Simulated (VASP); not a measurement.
Runs of VASP 6.6.1 on Mg3Se. The structure is that of space group Pm-3m (No. 221), or close to it. The cells are those of the table. 

```csv
task,cell,k mesh,cutoff (eV),mended,gap on the mesh (eV),pressure (GPa),relaxed volume (Å³/atom)
relaxation of cell and atoms,"relaxed from a = 4.313 Å, 4 atoms",4 × 4 × 4,600,-,none,0.0,22.12
single point,"a = 4.471 Å, 4 atoms",4 × 4 × 4,520,-,none,(a),-
single point,"a = 4.461 Å, 4 atoms",12 × 12 × 12,600,yes,none,-0.1,-
single point,"a = 4.461 Å, 4 atoms",10 × 10 × 10,520,-,none,-0.1,-
relaxation of cell and atoms,"relaxed from a = 4.471 Å, 4 atoms",10 × 10 × 10,600,-,none,-0.1,22.17
single point,"a = 4.313 Å, 4 atoms",4 × 4 × 4,520,-,none,4.6,-
```

Alike in all rows: level PBE; potentials or basis VASP PAW PBE potentials, release 64 (Mg, Se); no spin polarisation; smearing gaussian 0.1 eV.

Fill in the values left out.

(a) -0.5.

Caveats: some runs use coarse meshes.

A k mesh can miss the band edges, and the runs leave out spin-orbit coupling on Se.

A gap of «none» marks levels without a gap at the run's occupations.
